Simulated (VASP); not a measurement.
A run of VASP 6.6.1 is set up as follows.

The input INCAR:

```
PREC     = Accurate       # precision mode
ENCUT    = 520            # plane-wave cutoff, eV
EDIFF    = 1E-7           # SCF threshold, eV
ISMEAR   = 0              # smearing method
SIGMA    = 0.15           # smearing width, eV
LREAL    = False          # projectors in reciprocal space
LASPH    = True           # aspherical terms in the spheres
NELM     = 100            # most SCF steps
ALGO     = Normal         # electronic algorithm
ISIF     = 2              # what is computed and relaxed
LWAVE    = False          # write WAVECAR
LCHARG   = False          # write CHGCAR
GGA      = CA             # functional
NBANDS   = 16             # bands
```

KPOINTS

```
regular mesh
0
Gamma
  18 18 18
```

The input POSCAR:

```
GaSb
1.0
   -1.5208001410      2.5505395492      2.8544909030
    1.5208001410     -2.5505395492      2.8544909030
    1.5208001410      2.5505395492     -2.8544909030
Ga Sb
1 1
Direct
    0.0000000000      0.0000000000      0.0000000000
    0.5000000000      0.5000000000      0.0000000000
```

Potentials or basis: VASP PAW LDA potentials, release 64 (Ga_d, Sb).

The run is started by

```bash
$ cat potpaw_LDA.64/Ga_d/POTCAR potpaw_LDA.64/Sb/POTCAR > POTCAR
$ mpirun -np 1 vasp_std > vasp.out
```

**Question.** Estimate the pressure.

**Answer.** 0.4 GPa.

**Question.** Predict the band gap on the k mesh.

**Answer.** Zero (bands 9 and 10 overlap by 5.64 eV).

Stress tensor (GPa, compression positive):
```
 2.58  0.00  0.00
 0.00  0.91  0.00
 0.00  0.00 -2.40
```

Caveat: spin-orbit coupling is left out, which moves the levels of the heavy elements.
